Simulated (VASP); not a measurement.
Set up this calculation in VASP 6.6.1, as the native input.

```
Task                   : relaxation of cell and atoms
Functional             : PBE
Potentials or basis    : VASP PAW PBE potentials, release 64 (V_sv)
Cutoff                 : 600 eV
k mesh                 : 20 × 20 × 20
Occupations            : gaussian, width 0.1 eV
Spin                   : no spin polarisation
Target pressure        : 25 GPa
Dipole correction      : no
Further INCAR settings : ALGO = Fast; EDIFF = 1e-07; IBRION = 2; EDIFFG = -0.008; NSW = 70; ISIF = 3
```

The structure of V lies in POSCAR:

```
V
1.0
   -1.4429923709      1.4429923709      1.4429923709
    1.4429923709     -1.4429923709      1.4429923709
    1.4429923709      1.4429923709     -1.4429923709
V
1
Direct
    0.0000000000      0.0000000000      0.0000000000
```

These files were run (other wordings do the same):

INCAR

```
SYSTEM = V
  PREC = Accurate
  ENCUT = 600
  EDIFF = 1E-7
  ISMEAR = 0
  SIGMA = 0.1
  LREAL = .FALSE.
  LASPH = .TRUE.
  NELM = 60
  ALGO = Fast
  ISIF = 3
  LWAVE = .FALSE.
  LCHARG = .FALSE.
  GGA = PE
  IBRION = 2
  NSW = 70
  EDIFFG = -0.008
  PSTRESS = 250.0
```

KPOINTS

```
Automatic mesh
0
G
  20 20 20
  0 0 0
```

Potentials or basis: VASP PAW PBE potentials, release 64 (V_sv).

The run is started by

```sh
$ cat potpaw_PBE.64/V_sv/POTCAR > POTCAR
$ mpirun -np 1 vasp_std > vasp.out
```

Results of the run:

| Quantity | Value |
| --- | --- |
| Relaxed volume | 12.06 Å³/atom |
| Relaxed cell | a = 2.502 Å, b = 2.502 Å, c = 2.502 Å, α = 109.47°, β = 109.47°, γ = 109.47° |
| Space group after relaxing (to 0.05 Å) | Im-3m (No. 229) |
| Energy change on relaxing (the enthalpy is what falls) | -6.6 meV/atom |
| Ionic steps | 3 |
| Pressure after relaxing | 25.0 GPa |

Caveat: the cell is relaxed towards a set pressure, so the enthalpy falls and the energy may rise.

Wall time 45 s on 1 thread of Intel(R) Xeon(R) Platinum 8488C (Sapphire Rapids) (shared host), peak memory 0.16 GiB.
